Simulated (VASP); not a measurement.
Runs of VASP 6.6.1 on Li2Se. The structure is that of space group Fm-3m (No. 225), or close to it. The cells are those of the table. 

| task | cell | gap on the mesh (eV) | pressure (GPa) |
| --- | --- | --- | --- |
| single point | a = 4.293 Å, angles 60.0, 60.0, 90.0°, 3 atoms | 2.86 | -2.0 |
| single point | a = 3.857 Å, angles 60.0, 60.0, 90.0°, 3 atoms | (b) | 15.2 |
| single point | a = 3.999 Å, angles 60.0, 60.0, 90.0°, 3 atoms | 2.63 | (a) |
| single point | a = 4.074 Å, angles 60.0, 60.0, 90.0°, 3 atoms | 2.71 | 4.0 |
| single point | a = 4.132 Å, angles 60.0, 60.0, 90.0°, 3 atoms | 2.76 | 2.0 |
| single point | a = 3.940 Å, angles 60.0, 60.0, 90.0°, 3 atoms | 2.57 | 10.1 |
| single point | a = 4.204 Å, angles 60.0, 60.0, 90.0°, 3 atoms | 2.81 | 0.0 |
| relaxation of cell and atoms | relaxed to -2 GPa from a = 4.204 Å, angles 60.0, 60.0, 90.0°, 3 atoms | 2.86 | -2.0 |

Alike in all rows: level PBEsol; potentials or basis VASP PAW PBE potentials, release 64 (Li_sv, Se); no spin polarisation; k mesh 8 × 8 × 8; cutoff (eV) 750; smearing gaussian 0.01 eV.

Task: Fill in the values left out.

Result: (a) 7.1; (b) 2.46.

Caveats: the PAW data sets were made with another functional, which shifts forces and pressure a little; the cell is relaxed towards a set pressure, so the enthalpy falls and the energy may rise (some runs).

A k mesh can miss the band edges, and the runs leave out spin-orbit coupling on Se.
